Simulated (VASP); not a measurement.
# Rb3NaO2 (I4/mmm) in VASP: single point with PBE

Aim: the single point of Rb3NaO2 with PBE.

Everything below comes from runs of VASP 6.6.1. Logs are shortened: lines on timing, memory, paths and dates and some standing lists are left out, and cuts for length are marked.

## Step 1: The cell of the first run

Symmetry: I4/mmm, No. 139, tetragonal system. Conventional cell: a = 5.848 Å, b = 5.848 Å, c = 9.948 Å, α = 90.00°, β = 90.00°, γ = 90.00°. Rb (site symmetry 4/mmm) has 2 O at 2.80 Å and 8 Rb at 3.84 Å within 3.9 Å. Rb (site symmetry -4m2) has 4 O at 2.94 Å and 4 Rb at 3.84 Å and 4 Na at 3.84 Å within 3.9 Å. Within 2.9 Å of Na (site symmetry 4/mmm) lie 2 O at 2.17 Å. O (site symmetry 4mm) has 1 Na at 2.17 Å and 5 Rb at 2.80 to 2.94 Å within 3.0 Å.

The cell was built from a structure type or drawn by symmetry, and may not be a known phase.

## Step 2: Single point, PBE, collinear spin, ferromagnetic start

INCAR reads:

```
SYSTEM = Rb3NaO2
ALGO = Normal
EDIFF = 1E-6
ENCUT = 520
GGA = PE
ISIF = 2
ISMEAR = 0
ISPIN = 2
LASPH = .TRUE.
LCHARG = .FALSE.
LORBIT = 11
LREAL = .FALSE.
LWAVE = .FALSE.
MAGMOM = 0 0 0 0 1 1
NBANDS = 36
NELM = 150
PREC = Accurate
SIGMA = 0.1
```

KPOINTS reads:

```
k-points
0
G
  4 4 4
  0 0 0
```

POSCAR reads:

```
Rb3NaO2
1.0
   -2.9237743579      2.9237743579      4.9739650955
    2.9237743579     -2.9237743579      4.9739650955
    2.9237743579      2.9237743579     -4.9739650955
Rb Na O
3 1 2
Direct
    0.5000000000      0.5000000000      0.0000000000
    0.7500000000      0.2500000000      0.5000000000
    0.2500000000      0.7500000000      0.5000000000
    0.0000000000      0.0000000000      0.0000000000
    0.2183160752      0.2183160752      0.0000000000
    0.7816839248      0.7816839248      0.0000000000
```

Potentials or basis: VASP PAW PBE potentials, release 64 (Rb_sv, Na_pv, O).

Started as:

```bash
$ cat potpaw_PBE.64/Rb_sv/POTCAR potpaw_PBE.64/Na_pv/POTCAR potpaw_PBE.64/O/POTCAR > POTCAR
$ mpirun -np 1 vasp_std > vasp.out
```

OUTCAR:

```text
SYSTEM = Rb3NaO2
   EDIFF = 1E-6
   ENCUT = 520
   GGA = PE
   ISIF = 2
   ISMEAR = 0
   ISPIN = 2
   LASPH = .TRUE.
   LORBIT = 11
   LREAL = .FALSE.
   NELM = 150
   PREC = Accurate

 ion  position               nearest neighbor table
   1  0.500  0.500  0.000-   5 2.80   6 2.80   2 3.84   3 3.84   3 3.84   2 3.84   2 3.84   3 3.84
                             3 3.84   2 3.84   4 4.13   4 4.13   4 4.13   4 4.13
   2  0.750  0.250  0.500-   6 2.94   5 2.94   6 2.94   5 2.94   4 3.84   4 3.84   1 3.84   4 3.84
                             1 3.84   1 3.84   4 3.84   1 3.84   3 4.13   3 4.13   3 4.13   3 4.13
   3  0.250  0.750  0.500-   6 2.94   5 2.94   6 2.94   5 2.94   4 3.84   4 3.84   1 3.84   4 3.84
                             1 3.84   4 3.84   1 3.84   1 3.84   2 4.13   2 4.13   2 4.13   2 4.13
   4  0.000  0.000  0.000-   5 2.17   6 2.17   2 3.84   3 3.84   2 3.84   3 3.84   2 3.84   3 3.84
                             2 3.84   3 3.84   1 4.13   1 4.13   1 4.13   1 4.13
   5  0.218  0.218  0.000-   4 2.17   1 2.80   2 2.94   3 2.94   2 2.94   3 2.94
   6  0.782  0.782  0.000-   4 2.17   1 2.80   3 2.94   2 2.94   2 2.94   3 2.94

  LATTYP: Found a body centered tetragonal cell.
 ALAT       =     5.8475487158
 C/A-ratio  =     1.7012137349

  Lattice vectors:

 A1 = (  -2.9237743579,   2.9237743579,   4.9739650955)
 A2 = (   2.9237743579,  -2.9237743579,   4.9739650955)
 A3 = (   2.9237743579,   2.9237743579,  -4.9739650955)

Analysis of symmetry for initial positions (statically):
=====================================================================
 Subroutine PRICEL returns:
 Original cell was already a primitive cell.

 Routine SETGRP: Setting up the symmetry group for a
 body centered tetragonal supercell.

 Subroutine GETGRP returns: Found 16 space group operations
 (whereof 16 operations were pure point group operations)
 out of a pool of 16 trial point group operations.

The static configuration has the point symmetry D_4h.

Analysis of symmetry for dynamics (positions and initial velocities):
=====================================================================
 Subroutine PRICEL returns:
 Original cell was already a primitive cell.

 Routine SETGRP: Setting up the symmetry group for a
 body centered tetragonal supercell.

 Subroutine GETGRP returns: Found 16 space group operations
 (whereof 16 operations were pure point group operations)
 out of a pool of 16 trial point group operations.

The dynamic configuration has the point symmetry D_4h.

Analysis of structural, dynamic, and magnetic symmetry:
=====================================================================
 Subroutine PRICEL returns:
 Original cell was already a primitive cell.

 Routine SETGRP: Setting up the symmetry group for a
 body centered tetragonal supercell.

 Subroutine GETGRP returns: Found 16 space group operations
 (whereof 16 operations were pure point group operations)
 out of a pool of 16 trial point group operations.

The overall configuration has the point symmetry D_4h.

 Subroutine INISYM returns: Found 16 space group operations
 (whereof 16 operations are pure point group operations),
 and found     1 'primitive' translations

----------------------------------------------------------------------------------------

                                     Primitive cell

  volume of cell :     170.0789

  direct lattice vectors                    reciprocal lattice vectors
    -2.923774358  2.923774358  4.973965095     0.000000000  0.171011829  0.100523424
     2.923774358 -2.923774358  4.973965095     0.171011829  0.000000000  0.100523424
     2.923774358  2.923774358 -4.973965095     0.171011829  0.171011829  0.000000000

  length of vectors
     6.468171439  6.468171439  6.468171439     0.198368355  0.198368355  0.241847248

  position of ions in fractional coordinates (direct lattice)
     0.500000000  0.500000000  0.000000000
     0.750000000  0.250000000  0.500000000
     0.250000000  0.750000000  0.500000000
     0.000000000  0.000000000  0.000000000
     0.218316075  0.218316075  0.000000000
     0.781683925  0.781683925  0.000000000

  ion indices of the primitive-cell ions
   primitive index   ion index
                 1           1
                 2           2
[... 38 lines left out ...]
 -0.250000  0.250000  0.000000      4.000000
  0.500000  0.500000 -0.000000      2.000000
  0.250000  0.250000  0.250000      2.000000
 -0.250000  0.250000  0.250000      4.000000
  0.500000  0.500000  0.250000      4.000000
 -0.250000  0.500000  0.250000      8.000000
 -0.250000 -0.250000  0.250000      2.000000
  0.500000  0.500000  0.500000      1.000000
   k-points           NKPTS =     13   k-points in BZ     NKDIM =     13   number of bands    NBANDS=     36
   number of dos      NEDOS =    301   number of ions     NIONS =      6
   total plane-waves  NPLWV = 110592
   dimension x,y,z NGX =    48 NGY =   48 NGZ =   48
   dimension x,y,z NGXF=    96 NGYF=   96 NGZF=   96
   ions per type =               3   1   2
   NGX,Y,Z   is equivalent  to a cutoff of  12.34, 12.34, 12.34 a.u.
   NGXF,Y,Z  is equivalent  to a cutoff of  24.67, 24.67, 24.67 a.u.
 SYSTEM =  Rb3NaO2
   PREC   = accura    normal or accurate (medium, high low for compatibility)
   ISTART =      0    job   : 0-new  1-cont  2-samecut
   ICHARG =      2    charge: 1-file 2-atom 10-const
   ISPIN  =      2    spin polarized calculation?
   LNONCOLLINEAR =      F non collinear calculations
   LSORBIT =      F    spin-orbit coupling
   LASPH  =      T    aspherical Exc in radial PAW
   ENCUT  =  520.0 eV  38.22 Ry    6.18 a.u.  12.03 12.03 12.03*2*pi/ulx,y,z
   NELM   =    150;   NELMIN=  2; NELMDL= -5     # of ELM steps
   EDIFF  = 0.1E-05   stopping-criterion for ELM
   LREAL  =      F    real-space projection
[... 7 lines left out ...]
   TEBEG  =    0.0;   TEEND  =   0.0 temperature during run
   PSTRESS=    0.0 pullay stress
   NELECT =      46.0000    total number of electrons
   NUPDOWN=      -1.0000    fix difference up-down
   EMIN   =  10.00;   EMAX   =-10.00  energy-range for DOS
   EFERMI =   0.00;   METHOD = LEGACY
   ISMEAR =     0;   SIGMA  =   0.10  broadening in eV -4-tet -1-fermi 0-gaus
   EFERMI_NEDOS =   21; number of points for ismear=-14 and -15
   IALGO  =     38    algorithm
   IMIX   =      4    mixing-type and parameters
     AMIX     =   0.40;   BMIX     =  1.00
     AMIX_MAG =   1.60;   BMIX_MAG =  1.00
  volume/ion in A,a.u.               =      28.35       191.29
  Fermi-wavevector in a.u.,A,eV,Ry     =   1.058711  2.000673 15.250339  1.120868
  Thomas-Fermi vector in A             =   2.194030
   LORBIT       =     11    0 simple, 1 ext, 2 COOP (PROOUT), +10 PAW based schemes
   GGA     = PE    functional components
   LHFCALC =     F    Hartree Fock is set to
   AEXX    =    0.0000 exact exchange contribution
   IVDW    =     0    specifies the selected vdW correction
   LEPSILON=     F    determine dielectric tensor
   LRPA    =     F    only Hartree local field effects (RPA)
 spin polarized calculation
 Gauss-broadening in eV      SIGMA  =   0.10
  energy-cutoff  :      520.00
  volume of cell :      170.08
 maximum number of plane-waves:      4620
   NGX = 25   NGY = 25   NGZ = 25

 number of electron      45.9999983 magnetization       0.0006013

 number of electron      45.9999983 magnetization      -0.0000511

 Free energy of the ion-electron system (eV)
  ---------------------------------------------------
  ext. energy  EPLUGINS =         0.00000000
  ---------------------------------------------------
  free energy    TOTEN  =       -19.15095848 eV

  energy without entropy =      -19.14652265  energy(sigma->0) =      -19.14874056

 E-fermi :   0.6392     XC(G=0):  -7.5782

 val. band max:        0.5694797415   @ k =   0.0000   0.0000   0.0000
 cond. band min:       1.2847082348   @ k =   0.2500   0.0000  -0.0000
 fundamental gap:      0.7152284933
 Fermi energy:         0.6392369851

 spin component 1

 k-point     1 :       0.0000    0.0000    0.0000
  band No.  band energies     occupation
      1     -27.1118      1.00000
      2     -25.7661      1.00000
      3     -25.7269      1.00000
      4     -22.2982      1.00000
      5     -22.2982      1.00000
      6     -22.0042      1.00000
[... 483 lines left out ...]
     34       7.2763      0.00000
     35       7.2763      0.00000
 Fermi energy:         0.6392369851

 spin component 2

 k-point     1 :       0.0000    0.0000    0.0000
  band No.  band energies     occupation
      1     -27.1118      1.00000
      2     -25.7661      1.00000
      3     -25.7269      1.00000
      4     -22.2982      1.00000
      5     -22.2982      1.00000
      6     -22.0042      1.00000
[... 483 lines left out ...]
     34       7.2763      0.00000
     35       7.2763      0.00000
 [bands above 35 left out]

------------------------ aborting loop because EDIFF is reached ----------------------------------------

  FORCE on cell =-STRESS in cart. coord.  units (eV):
  Direction    XX          YY          ZZ          XY          YZ          ZX
  --------------------------------------------------------------------------------------
  -------------------------------------------------------------------------------------
  Total        0.5049687      0.5049687     -0.2456646      0.0000000      0.0000000      0.0000000
  in kB        4.7569067      4.7569067     -2.3142102      0.0000000      0.0000000      0.0000000
  external PRESSURE =       2.3998677 kB  Pullay stress =       0.0000000 kB

 VOLUME and BASIS-vectors are now :
 -----------------------------------------------------------------------------
  energy-cutoff  :      520.00
  volume of cell :      170.08
      direct lattice vectors                 reciprocal lattice vectors
    -2.923774358  2.923774358  4.973965095     0.000000000  0.171011829  0.100523424
     2.923774358 -2.923774358  4.973965095     0.171011829  0.000000000  0.100523424
     2.923774358  2.923774358 -4.973965095     0.171011829  0.171011829  0.000000000

 POSITION                                       TOTAL-FORCE (eV/Angst)
 -----------------------------------------------------------------------------------
      0.00000      0.00000      4.97397         0.000000      0.000000     -0.000000
      0.00000      2.92377      2.48698         0.000000      0.000000     -0.000000
      2.92377      0.00000      2.48698         0.000000      0.000000     -0.000000
      0.00000      0.00000      0.00000         0.000000      0.000000     -0.000000
      0.00000      0.00000      2.17179        -0.000000     -0.000000      0.023323
      0.00000      0.00000      7.77614         0.000000      0.000000     -0.023323
 -----------------------------------------------------------------------------------
    total drift:                                0.000000     -0.000000      0.000000

  FREE ENERGIE OF THE ION-ELECTRON SYSTEM (eV)
  ---------------------------------------------------
  free  energy   TOTEN  =       -19.1509584770 eV

  energy  without entropy=      -19.1465226509  energy(sigma->0) =      -19.14874056

 total charge

# of ion       s       p       d       tot
------------------------------------------
    1        1.948   5.334   0.038   7.321
    2        1.951   5.334   0.041   7.326
    3        1.951   5.334   0.041   7.326
    4        0.099   6.006   0.000   6.105
    5        1.562   3.305   0.000   4.866
    6        1.562   3.305   0.000   4.866
--------------------------------------------------
tot          9.072  28.618   0.120  37.811

 magnetization (x)

# of ion       s       p       d       tot
------------------------------------------
    1        0.000   0.000   0.000   0.000
    2        0.000  -0.000   0.000   0.000
    3        0.000  -0.000   0.000   0.000
    4        0.000   0.000   0.000   0.000
    5       -0.000  -0.000   0.000  -0.000
    6       -0.000  -0.000   0.000  -0.000
--------------------------------------------------
tot          0.000  -0.000   0.000  -0.000
```

Wall time 5.2 min (1 thread of Intel Xeon 8259CL, shared host); peak memory 0.47 GiB.

What came out:

```
Free energy                                           : -19.1510 eV
Pressure                                              : 0.2 GPa
Largest force                                         : 0.023 eV/Å
Net moment                                            : 0.00 μB per cell
Valence electrons inside the program's atomic spheres : Rb 7.32, 7.33 (each value once); Na 6.11; O 4.87
```

Forces on the atoms (eV/Å):
```
Rb   0.000  0.000  0.000
Rb   0.000  0.000  0.000
Rb   0.000  0.000  0.000
Na   0.000  0.000  0.000
O    0.000  0.000  0.023
O    0.000  0.000 -0.023
```

Stress tensor (GPa, compression positive):
```
 0.48  0.00  0.00
 0.00  0.48  0.00
 0.00  0.00 -0.23
```

Levels at points of the mesh, in eV from the Fermi level:
Spin up:
| k point | band 20 | band 21 | band 22 | band 23 | band 24 | band 25 | band 26 | band 27 |
| --- | --- | --- | --- | --- | --- | --- | --- | --- |
| (0.00, 0.00, 0.00) | -0.24 | -0.24 | -0.13 | -0.13 | -0.07 | 3.48 | 3.56 | 3.56 |
| (0.50, 0.00, 0.00) | -0.72 | -0.65 | -0.29 | -0.18 | 1.46 | 2.04 | 3.39 | 4.22 |
| (0.50, 0.50, 0.00) | -1.02 | -0.50 | -0.50 | -0.37 | 2.11 | 2.48 | 2.97 | 3.21 |
| (0.50, 0.50, 0.50) | -0.25 | -0.25 | -0.09 | -0.09 | 1.48 | 2.00 | 4.00 | 4.26 |
Spin down:
```tsv
k point	band 20	band 21	band 22	band 23	band 24	band 25	band 26	band 27
(0.00, 0.00, 0.00)	-0.24	-0.24	-0.13	-0.13	-0.07	3.48	3.56	3.56
(0.50, 0.00, 0.00)	-0.72	-0.65	-0.29	-0.18	1.46	2.04	3.39	4.22
(0.50, 0.50, 0.00)	-1.02	-0.50	-0.50	-0.37	2.11	2.48	2.97	3.21
(0.50, 0.50, 0.50)	-0.25	-0.25	-0.09	-0.09	1.48	2.00	4.00	4.26
```
